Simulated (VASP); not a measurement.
# Bi3B5 (Im-3m) in VASP: notebook

The runs below take Bi3B5 through single point, relaxation of cell and atoms, with PBE.

All numbers are computed with VASP 6.6.1; they aren't measurements. Logs are shortened: lines on timing, memory, paths and dates and some standing lists are left out, and cuts for length are marked.

**1. The cell of the first run**

It takes space group Im-3m (No. 229, cubic). Conventional cell: a = 6.440 Å, b = 6.440 Å, c = 6.440 Å, α = 90.00°, β = 90.00°, γ = 90.00°. Within 3.7 Å of B (site symmetry m-3m) lie 8 B at 2.79 Å and 6 Bi at 3.22 Å. B (site symmetry -3m) has 8 B at 2.79 to 3.22 Å and 6 Bi at 2.79 Å within 3.7 Å. Bi (site symmetry 4/mmm) has 10 B at 2.79 to 3.22 Å and 4 Bi at 3.22 Å within 3.7 Å.

**2. Single point, PBE**

File INCAR:

```
SYSTEM = Bi3B5
ALGO = Normal
EDIFF = 1E-6
ENCUT = 520
GGA = PE
ISIF = 2
ISMEAR = 0
LASPH = .TRUE.
LCHARG = .FALSE.
LREAL = .FALSE.
LWAVE = .FALSE.
NBANDS = 40
NELM = 100
PREC = Accurate
SIGMA = 0.1
```

File KPOINTS:

```
k-points
0
G
  8 8 8
  0 0 0
```

File POSCAR:

```
Bi3B5
1.0
   -3.2200395877      3.2200395877      3.2200395877
    3.2200395877     -3.2200395877      3.2200395877
    3.2200395877      3.2200395877     -3.2200395877
B Bi
5 3
Direct
    0.0000000000      0.0000000000      0.0000000000
    0.0000000000      0.0000000000      0.5000000000
    0.0000000000      0.5000000000      0.0000000000
    0.5000000000      0.0000000000      0.0000000000
    0.5000000000      0.5000000000      0.5000000000
    0.0000000000      0.5000000000      0.5000000000
    0.5000000000      0.5000000000      0.0000000000
    0.5000000000      0.0000000000      0.5000000000
```

Potentials or basis: VASP PAW PBE potentials, release 64 (B, Bi_d).

Command:

```console
$ cat potpaw_PBE.64/B/POTCAR potpaw_PBE.64/Bi_d/POTCAR > POTCAR
$ mpirun -np 1 vasp_std > vasp.out
```

OUTCAR:

```text
SYSTEM = Bi3B5
   EDIFF = 1E-6
   ENCUT = 520
   GGA = PE
   ISIF = 2
   ISMEAR = 0
   LASPH = .TRUE.
   LREAL = .FALSE.
   NELM = 100
   PREC = Accurate

 ion  position               nearest neighbor table
   1  0.000  0.000  0.000-
   2  0.000  0.000  0.500-   6 2.79   7 2.79   8 2.79   6 2.79   8 2.79   7 2.79
   3  0.000  0.500  0.000-   6 2.79   7 2.79   8 2.79   6 2.79   7 2.79   8 2.79
   4  0.500  0.000  0.000-   6 2.79   7 2.79   8 2.79   8 2.79   7 2.79   6 2.79
   5  0.500  0.500  0.500-   6 2.79   7 2.79   8 2.79   7 2.79   8 2.79   6 2.79
   6  0.000  0.500  0.500-   2 2.79   3 2.79   4 2.79   5 2.79   3 2.79   2 2.79   5 2.79   4 2.79
                             7 3.22   7 3.22   8 3.22   8 3.22
   7  0.500  0.500  0.000-   2 2.79   3 2.79   4 2.79   5 2.79   5 2.79   4 2.79   3 2.79   2 2.79
                             8 3.22   6 3.22   6 3.22   8 3.22
   8  0.500  0.000  0.500-   2 2.79   3 2.79   4 2.79   5 2.79   4 2.79   5 2.79   2 2.79   3 2.79
                             7 3.22   6 3.22   6 3.22   7 3.22

  LATTYP: Found a body centered cubic cell.
 ALAT       =     6.4400791754

  Lattice vectors:

 A1 = (  -3.2200395877,   3.2200395877,   3.2200395877)
 A2 = (   3.2200395877,  -3.2200395877,   3.2200395877)
 A3 = (   3.2200395877,   3.2200395877,  -3.2200395877)

Analysis of symmetry for initial positions (statically):
=====================================================================
 Subroutine PRICEL returns:
 Original cell was already a primitive cell.

 Routine SETGRP: Setting up the symmetry group for a
 body centered cubic supercell.

 Subroutine GETGRP returns: Found 48 space group operations
 (whereof 48 operations were pure point group operations)
 out of a pool of 48 trial point group operations.

The static configuration has the point symmetry O_h .

Analysis of symmetry for dynamics (positions and initial velocities):
=====================================================================
 Subroutine PRICEL returns:
 Original cell was already a primitive cell.

 Routine SETGRP: Setting up the symmetry group for a
 body centered cubic supercell.

 Subroutine GETGRP returns: Found 48 space group operations
 (whereof 48 operations were pure point group operations)
 out of a pool of 48 trial point group operations.

The dynamic configuration has the point symmetry O_h .

 Subroutine INISYM returns: Found 48 space group operations
 (whereof 48 operations are pure point group operations),
 and found     1 'primitive' translations

----------------------------------------------------------------------------------------
[... 109 lines left out ...]
   IBRION =     -1    ionic relax: 0-MD 1-quasi-New 2-CG
   NFREE  =      0    steps in history (QN), initial steepest desc. (CG)
   ISIF   =      2    stress and relaxation
   ISYM   =      2    0-nonsym 1-usesym 2-fastsym
   POTIM  = 0.5000    time-step for ionic-motion
   TEBEG  =    0.0;   TEEND  =   0.0 temperature during run
   PSTRESS=    0.0 pullay stress
   NELECT =      60.0000    total number of electrons
   NUPDOWN=      -1.0000    fix difference up-down
   EMIN   =  10.00;   EMAX   =-10.00  energy-range for DOS
   EFERMI =   0.00;   METHOD = LEGACY
   ISMEAR =     0;   SIGMA  =   0.10  broadening in eV -4-tet -1-fermi 0-gaus
   EFERMI_NEDOS =   21; number of points for ismear=-14 and -15
   IALGO  =     38    algorithm
   IMIX   =      4    mixing-type and parameters
     AMIX     =   0.40;   BMIX     =  1.00
     AMIX_MAG =   1.60;   BMIX_MAG =  1.00
  volume/ion in A,a.u.               =      16.69       112.65
  Fermi-wavevector in a.u.,A,eV,Ry     =   1.253846  2.369425 21.390109  1.572129
  Thomas-Fermi vector in A             =   2.387679
   LORBIT       =      0    0 simple, 1 ext, 2 COOP (PROOUT), +10 PAW based schemes
   GGA     = PE    functional components
   LHFCALC =     F    Hartree Fock is set to
   AEXX    =    0.0000 exact exchange contribution
   IVDW    =     0    specifies the selected vdW correction
   LEPSILON=     F    determine dielectric tensor
   LRPA    =     F    only Hartree local field effects (RPA)
 non-spin polarized calculation
 Gauss-broadening in eV      SIGMA  =   0.10
  energy-cutoff  :      520.00
  volume of cell :      133.55
 maximum number of plane-waves:      3631
 NGX is ok and might be reduce to    42
   NGX = 21   NGY = 21   NGZ = 21

 number of electron      60.0000002 magnetization

 Free energy of the ion-electron system (eV)
  ---------------------------------------------------
  ext. energy  EPLUGINS =         0.00000000
  ---------------------------------------------------
  free energy    TOTEN  =       -28.86251849 eV

  energy without entropy =      -28.84582026  energy(sigma->0) =      -28.85416938

 E-fermi :   7.3668     XC(G=0): -10.8884

 val. band max:        7.3499519801   @ k =  -0.3750   0.3750   0.2500
 cond. band min:       7.3802849153   @ k =   0.3750   0.2500  -0.0000
 fundamental gap:      0.0303329352
 Fermi energy:         7.3668186181

 k-point     1 :       0.0000    0.0000    0.0000
  band No.  band energies     occupation
      1     -15.8889      2.00000
      2     -15.8889      2.00000
      3     -15.7648      2.00000
      4     -15.7648      2.00000
      5     -15.7648      2.00000
      6     -15.7256      2.00000
[... 1021 lines left out ...]
     39      10.6798      0.00000
     40      11.5616      0.00000

 [... further k-points ...]
[... 5 lines left out ...]
  --------------------------------------------------------------------------------------
  -------------------------------------------------------------------------------------
  Total       -0.0139217     -0.0139217     -0.0139217     -0.0000000     -0.0000000      0.0000000
  in kB       -0.1670159     -0.1670159     -0.1670159     -0.0000000     -0.0000000      0.0000000
  external PRESSURE =      -0.1670159 kB  Pullay stress =       0.0000000 kB

 VOLUME and BASIS-vectors are now :
 -----------------------------------------------------------------------------
  energy-cutoff  :      520.00
  volume of cell :      133.55
      direct lattice vectors                 reciprocal lattice vectors
    -3.220039588  3.220039588  3.220039588     0.000000000  0.155277594  0.155277594
     3.220039588 -3.220039588  3.220039588     0.155277594  0.000000000  0.155277594
     3.220039588  3.220039588 -3.220039588     0.155277594  0.155277594  0.000000000

 POSITION                                       TOTAL-FORCE (eV/Angst)
 -----------------------------------------------------------------------------------
      0.00000      0.00000      0.00000        -0.000000      0.000000      0.000000
      1.61002      1.61002     -1.61002         0.000000      0.000000      0.000000
      1.61002     -1.61002      1.61002        -0.000000      0.000000     -0.000000
     -1.61002      1.61002      1.61002         0.000000      0.000000      0.000000
      1.61002      1.61002      1.61002        -0.000000      0.000000      0.000000
      3.22004      0.00000      0.00000         0.000000      0.000000     -0.000000
      0.00000      0.00000      3.22004        -0.000000     -0.000000      0.000000
      0.00000      3.22004      0.00000        -0.000000      0.000000     -0.000000
 -----------------------------------------------------------------------------------
    total drift:                               -0.000000      0.000000      0.000000

  FREE ENERGIE OF THE ION-ELECTRON SYSTEM (eV)
  ---------------------------------------------------
  free  energy   TOTEN  =       -28.8625184857 eV

  energy  without entropy=      -28.8458202643  energy(sigma->0) =      -28.85416938
```

It took 99 s on 1 thread of AMD EPYC 9R45 (Zen 5), shared host; peak memory 0.28 GiB.

Results:

- Free energy: -28.8625 eV
- Pressure: 0.0 GPa
- Band gap on the k mesh: zero (band 30 reaches 9.63 eV, above the bottom of band 31 at 5.55 eV)

Levels at points of the mesh, in eV from the Fermi level:
| k point | band 26 | band 27 | band 28 | band 29 | band 30 | band 31 | band 32 | band 33 | band 34 | band 35 |
| --- | --- | --- | --- | --- | --- | --- | --- | --- | --- | --- |
| (0.00, 0.00, 0.00) | -4.62 | -4.62 | -4.62 | -1.21 | -0.31 | -0.31 | -0.31 | 2.59 | 2.59 | 3.48 |
| (0.50, 0.00, 0.00) | -1.63 | -1.49 | -1.36 | -1.07 | 0.05 | 0.24 | 0.32 | 0.49 | 1.31 | 1.36 |
| (0.50, 0.50, 0.50) | -1.67 | -1.06 | -1.06 | -1.06 | 2.26 | 2.26 | 2.26 | 2.62 | 2.62 | 2.65 |

Caveat: spin-orbit coupling is left out, which moves the levels of the heavy elements.

**3. Relaxation of cell and atoms, PBE**

This run uses another cell than the first one, of 15.92 Å³/atom, 0.954 times its volume.

File INCAR:

```
SYSTEM = Bi3B5
ALGO = Normal
EDIFF = 1E-7
EDIFFG = -0.01
ENCUT = 600
GGA = PE
IBRION = 2
ISIF = 3
ISMEAR = 0
LASPH = .TRUE.
LCHARG = .FALSE.
LREAL = .FALSE.
LWAVE = .FALSE.
NELM = 100
NSW = 100
PREC = Accurate
SIGMA = 0.1
```

KPOINTS is that of step 2.

POSCAR, as its differences from that of step 2:

```diff
@@ -2,5 +2,5 @@
 1.0
-   -3.2200395877      3.2200395877      3.2200395877
-    3.2200395877     -3.2200395877      3.2200395877
-    3.2200395877      3.2200395877     -3.2200395877
+   -3.1694731900      3.1694731900      3.1694731900
+    3.1694731900     -3.1694731900      3.1694731900
+    3.1694731900      3.1694731900     -3.1694731900
 B Bi
```

Potentials or basis: VASP PAW PBE potentials, release 64 (B, Bi_d).

Command:

```console
$ cat potpaw_PBE.64/B/POTCAR potpaw_PBE.64/Bi_d/POTCAR > POTCAR
$ mpirun -np 1 vasp_std > vasp.out
```

OUTCAR:

```text
SYSTEM = Bi3B5
   EDIFF = 1E-7
   EDIFFG = -0.01
   ENCUT = 600
   GGA = PE
   IBRION = 2
   ISIF = 3
   ISMEAR = 0
   LASPH = .TRUE.
   LREAL = .FALSE.
   NELM = 100
   NSW = 100
   PREC = Accurate

 ion  position               nearest neighbor table
   1  0.000  0.000  0.000-
   2  0.000  0.000  0.500-   6 2.74   7 2.74   8 2.74   6 2.74   8 2.74   7 2.74
   3  0.000  0.500  0.000-   6 2.74   7 2.74   8 2.74   6 2.74   7 2.74   8 2.74
   4  0.500  0.000  0.000-   6 2.74   7 2.74   8 2.74   8 2.74   7 2.74   6 2.74
   5  0.500  0.500  0.500-   6 2.74   7 2.74   8 2.74   7 2.74   8 2.74   6 2.74
   6  0.000  0.500  0.500-   2 2.74   3 2.74   4 2.74   5 2.74   3 2.74   2 2.74   5 2.74   4 2.74
                             7 3.17   7 3.17   8 3.17   8 3.17
   7  0.500  0.500  0.000-   2 2.74   3 2.74   4 2.74   5 2.74   5 2.74   4 2.74   3 2.74   2 2.74
                             8 3.17   6 3.17   6 3.17   8 3.17
[... 288 lines left out ...]
  ext. energy  EPLUGINS =         0.00000000
  ---------------------------------------------------
  free energy    TOTEN  =       -28.86185099 eV

  energy without entropy =      -28.84515208  energy(sigma->0) =      -28.85350154

 E-fermi :   7.3665     XC(G=0): -10.8884

 val. band max:        7.3496512274   @ k =  -0.3750   0.3750   0.2500
 cond. band min:       7.3799286448   @ k =   0.3750   0.2500   0.0000
 fundamental gap:      0.0302774173
 Fermi energy:         7.3664681675

 k-point     1 :       0.0000    0.0000    0.0000
  band No.  band energies     occupation
      1     -15.8890      2.00000
      2     -15.8890      2.00000
      3     -15.7649      2.00000
      4     -15.7649      2.00000
      5     -15.7649      2.00000
      6     -15.7257      2.00000
[... 925 lines left out ...]
     35       9.3556      0.00000
     36       9.4640      0.00000

 [... further k-points ...]
[... 5 lines left out ...]
  --------------------------------------------------------------------------------------
  -------------------------------------------------------------------------------------
  Total        0.0042465      0.0042465      0.0042465      0.0000000     -0.0000000      0.0000000
  in kB        0.0509439      0.0509439      0.0509439      0.0000000     -0.0000000      0.0000000
  external PRESSURE =       0.0509439 kB  Pullay stress =       0.0000000 kB
[... 23 lines left out ...]
  FREE ENERGIE OF THE ION-ELECTRON SYSTEM (eV)
  ---------------------------------------------------
  free  energy   TOTEN  =       -28.8618509887 eV

  energy  without entropy=      -28.8451520814  energy(sigma->0) =      -28.85350154

 reached required accuracy - stopping structural energy minimisation
```

CONTCAR:

```text
Bi3B5
   1.00000000000000
    -3.2200468834119502    3.2200468834119502    3.2200468834119502
     3.2200468834119502   -3.2200468834119502    3.2200468834119502
     3.2200468834119502    3.2200468834119502   -3.2200468834119502
  B               Bi
     5     3
Direct
     0.0000000000000000    0.0000000000000000    0.0000000000000000
     0.0000000000000000    0.0000000000000000    0.5000000000000000
     0.0000000000000000    0.5000000000000000    0.0000000000000000
     0.5000000000000000    0.0000000000000000    0.0000000000000000
     0.5000000000000000    0.5000000000000000    0.5000000000000000
     0.0000000000000000    0.5000000000000000    0.5000000000000000
     0.5000000000000000    0.5000000000000000    0.0000000000000000
     0.5000000000000000    0.0000000000000000    0.5000000000000000

  0.00000000E+00  0.00000000E+00  0.00000000E+00
  0.00000000E+00  0.00000000E+00  0.00000000E+00
  0.00000000E+00  0.00000000E+00  0.00000000E+00
  0.00000000E+00  0.00000000E+00  0.00000000E+00
  0.00000000E+00  0.00000000E+00  0.00000000E+00
  0.00000000E+00  0.00000000E+00  0.00000000E+00
  0.00000000E+00  0.00000000E+00  0.00000000E+00
  0.00000000E+00  0.00000000E+00  0.00000000E+00
```

Run time: 8 min. Hardware: 1 thread of AMD EPYC 9R45 (Zen 5), shared host; peak memory 0.37 GiB.

What came out:

* Free energy: -28.8619 eV
* Relaxed volume: 16.69 Å³/atom
* Relaxed cell: a = 5.577 Å, b = 5.577 Å, c = 5.577 Å, α = 109.47°, β = 109.47°, γ = 109.47°
* Space group after relaxing (to 0.05 Å): Im-3m (No. 229)
* Energy gained by relaxing: 9.4 meV/atom
* Ionic steps: 3
* Pressure after relaxing: 0.0 GPa
* Band gap on the k mesh: zero (band 30 reaches 9.63 eV, above the bottom of band 31 at 5.55 eV)

Step by step:
```
step  energy change (eV)  largest force (eV/Å)  pressure (GPa)  volume (Å³)
   1              0.0000                0.0000            4.04       127.36
   2             -0.0717                0.0000           -0.74       134.91
   3             -0.0749                0.0000            0.01       133.55
```

Final structure:
```cif
data_structure
_symmetry_space_group_name_H-M 'P 1'
_symmetry_Int_Tables_number 1
_cell_length_a 5.5773
_cell_length_b 5.5773
_cell_length_c 5.5773
_cell_angle_alpha 109.471
_cell_angle_beta 109.471
_cell_angle_gamma 109.471
_cell_volume 133.55
loop_
_atom_site_label
_atom_site_type_symbol
_atom_site_fract_x
_atom_site_fract_y
_atom_site_fract_z
_atom_site_occupancy
B1 B 0.00000 0.00000 0.00000 1
B2 B 0.00000 0.00000 0.50000 1
B3 B 0.00000 0.50000 0.00000 1
B4 B 0.50000 0.00000 0.00000 1
B5 B 0.50000 0.50000 0.50000 1
Bi1 Bi 0.00000 0.50000 0.50000 1
Bi2 Bi 0.50000 0.50000 0.00000 1
Bi3 Bi 0.50000 0.00000 0.50000 1
```

Caveat: spin-orbit coupling is left out, which moves the levels of the heavy elements.

**4. Single point, PBE**

File INCAR:

```
SYSTEM = Bi3B5
PREC = Accurate
ENCUT = 520
EDIFF = 1E-6
ISMEAR = 0
SIGMA = 0.2
LREAL = .False.
LASPH = .True.
NELM = 100
ALGO = Normal
ISIF = 2
LWAVE = .False.
LCHARG = .False.
GGA = PE
NBANDS = 40
```

File KPOINTS:

```
Automatic mesh
0
Gamma
  6 6 6
  0 0 0
```

File POSCAR:

```
Bi3B5
1.0
   -3.2200395877      3.2200395877      3.2200395877
    3.2200395877     -3.2200395877      3.2200395877
    3.2200395877      3.2200395877     -3.2200395877
B Bi
5 3
Direct
    0.0000000000      0.0000000000      0.0000000000
    1.0000000000      0.0000000000      0.5000000000
    1.0000000000      0.5000000000      0.0000000000
    0.5000000000      1.0000000000      1.0000000000
    0.5000000000      0.5000000000      0.5000000000
    1.0000000000      0.5000000000      0.5000000000
    0.5000000000      0.5000000000      0.0000000000
    0.5000000000      0.0000000000      0.5000000000
```

Command:

```console
$ cat potpaw_PBE.64/B/POTCAR potpaw_PBE.64/Bi_d/POTCAR > POTCAR
$ mpirun -np 1 vasp_std > vasp.out
```

It took 82 s on 1 thread of AMD EPYC 9R45 (Zen 5), shared host; peak memory 0.24 GiB.

The run converged. Its results:

* Free energy: -28.9119 eV
* Pressure: 0.4 GPa
* Band gap on the k mesh: zero (band 30 reaches 9.63 eV, above the bottom of band 31 at 6.52 eV)

Levels at points of the mesh, in eV from the Fermi level:
```
           k point  band 28  band 29  band 30  band 31  band 32  band 33
(0.00, 0.00, 0.00)    -4.55    -1.13    -0.23    -0.23    -0.23     2.66
(0.50, 0.00, 0.00)    -1.29    -1.00     0.12     0.31     0.39     0.56
(0.50, 0.50, 0.50)    -0.99    -0.99     2.33     2.33     2.33     2.69
```

Caveat: spin-orbit coupling is left out, which moves the levels of the heavy elements.

(Continued in part 2 of 2.)
